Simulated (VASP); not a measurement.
Wanted: the native input for a VASP 6.6.1 run.

```
Task                   : electric field gradients
Functional             : PBE
Potentials or basis    : VASP PAW PBE potentials, release 64 (Cu, O)
Cutoff                 : 520 eV
k mesh                 : 12 × 12 × 12
Occupations            : fermi-dirac, width 0.05 eV
Spin                   : no spin polarisation
Dipole correction      : no
Further INCAR settings : ALGO = Normal; EDIFF = 1e-08; NBANDS = 16
```

The structure of CuO (zincblende type) lies in POSCAR:

```
CuO
1.0
    0.0000000000      2.2618016073      2.2618016073
    2.2618016073      0.0000000000      2.2618016073
    2.2618016073      2.2618016073      0.0000000000
Cu O
1 1
Direct
    0.0000000000      0.0000000000      0.0000000000
    0.2500000000      0.2500000000      0.2500000000
```

These files were run (other wordings do the same):

INCAR

```
  PREC = Accurate
  ENCUT = 520
  EDIFF = 1E-8
  ISMEAR = -1
  SIGMA = 0.05
  LREAL = False
  LASPH = True
  NELM = 60
  ALGO = Normal
  ISIF = 2
  LWAVE = False
  LCHARG = False
  GGA = PE
  LEFG = True
  NBANDS = 16
```

KPOINTS

```
Automatic mesh
0
Gamma
  12 12 12
```

Potentials or basis: VASP PAW PBE potentials, release 64 (Cu, O).

Launch:

```bash
$ cat potpaw_PBE.64/Cu/POTCAR potpaw_PBE.64/O/POTCAR > POTCAR
$ mpirun -np 1 vasp_std > vasp.out
```

It gave:

- Pressure: 0.6 GPa
- Band gap on the k mesh: zero (an odd number of electrons rules out a gap without spin polarisation)
- Largest electric field gradient by atom: zero within the noise of the run

Caveat: an odd number of electrons without spin polarisation forces a metal; a magnetic or distorted state may lie lower; semilocal functionals often make such compounds metallic where correlation or magnetic order opens a gap, which also shifts bond lengths.

It took 36 s on 1 thread of Intel Xeon 8259CL, with other jobs on the host, peak memory 0.15 GiB.
